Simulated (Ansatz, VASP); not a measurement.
C in VASP and in Ansatz

```
C
1.0
     1.23327   -2.13603    0.00000
     1.23327    2.13603    0.00000
     0.00000    0.00000    8.54015
C
4
Cartesian
  1.2333 1.7800 6.4036
  1.2333 -0.3560 2.1366
  1.2333 -1.7800 2.1366
  1.2333 0.3560 6.4036
```

Alike in both runs: functional PBE; k mesh 21 × 21 × 6; occupations gaussian, width 0.1 eV; no spin polarisation.

Ansatz relaxed the structure, and its values are those at the end. VASP's run is a single point on that final structure, the one shown.

|  | VASP | Ansatz |
| --- | --- | --- |
| version | VASP 6.6.1 | Ansatz 0.2.0 |
| potentials or method | VASP PAW PBE potentials, release 64 (C), cutoff 520 eV | scalar-relativistic, plane waves, PAW |
| valence electrons in the cell | 16 | 16 |

|  | VASP | Ansatz | Ansatz less VASP |
| --- | --- | --- | --- |
| gap on the k mesh at the Fermi level (eV) | none | none | - |
| least direct gap on the mesh (eV) | 0.00 | 0.00 | 0.000 |
| pressure (GPa) | 0.4 | 0.0 | -0.35 |

A gap of «none» marks a metal or a gap that the smearing closes. With one functional, cell and mesh, what is left measures potentials, basis and numerics.

A gap of «none» marks a metal or a gap under the smearing width.
